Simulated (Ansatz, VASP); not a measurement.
**Two plane-wave programs on Mn**

INCAR

```
SYSTEM = Mn
PREC = Accurate
ENCUT = 520
EDIFF = 1E-7
ISMEAR = -1
SIGMA = 0.1
LREAL = .False.
LASPH = .True.
NELM = 60
ALGO = Normal
ISIF = 2
LWAVE = .False.
LCHARG = .False.
GGA = B5
ALDAX = 1.0
AGGAX = 1.0
AGGAC = 1.0
ALDAC = 0.0
NBANDS = 20
```

The input KPOINTS:

```
regular mesh
0
Gamma
  16 16 9
  0 0 0
```

File POSCAR:

```
Mn
1.0
    2.4825247241      0.0000000000      0.0000000000
   -1.2412623620      2.1499294766      0.0000000000
    0.0000000000      0.0000000000      3.9978320791
Mn
2
Direct
    0.3333333333      0.6666666667      0.2500000000
    0.6666666667      0.3333333333      0.7500000000
```

Input for Ansatz:

```yaml
crystal:
  lattice:
    - [2.4825247241, 0.0, 0.0]
    - [-1.241262362, 2.1499294766, 0.0]
    - [0.0, 0.0, 3.9978320791]
  atoms:
    - { symbol: Mn, position: [0.3333333333, 0.6666666667, 0.25] }
    - { symbol: Mn, position: [0.6666666667, 0.3333333333, 0.75] }
hamiltonian:
  xc: blyp
  pseudopotentials:
    kind: paw
    azcp:
      Mn: "pseudopotentials/Mn.paw.azcp"
basis:
  ecutwfc: 420
  fft_grid_basis: typed
kpoints:
  mp_grid: { grid: [16, 16, 9], shift: [0, 0, 0] }
magnetization:
  spin_polarized: false
scf:
  occupations: { method: fermi_dirac, width: 0.1 }
  lower_state_search: "off"
output:
  stress: true
  write_density: true
  write_potential: true
  elf: true
  volumetric_format: npy
```

Alike in both runs: task single point; functional BLYP; k mesh 16 × 16 × 9; occupations fermi-dirac, width 0.1 eV; no spin polarisation.

|  | VASP | Ansatz |
| --- | --- | --- |
| version | VASP 6.6.1 | Ansatz 0.2.0 |
| potentials or method | VASP PAW PBE potentials, release 64 (Mn_pv), cutoff 520 eV | plane waves (420 eV) with PAW, scalar-relativistic |
| valence electrons in the cell | 26 | 30 |

```csv
,VASP,Ansatz,Ansatz less VASP
pressure (GPa),11.3,11.2,-0.08
"traceless stress, the component that is largest in VASP (GPa)",0.04,0.14,+0.091
```

VASP's potentials were made for PBE, not for BLYP. The functional is the same, so the differences come from potentials, cutoffs and numerics. VASP's potentials hold 26 valence electrons a cell and Ansatz's 30, so a difference there can come from the potentials and not from the codes.
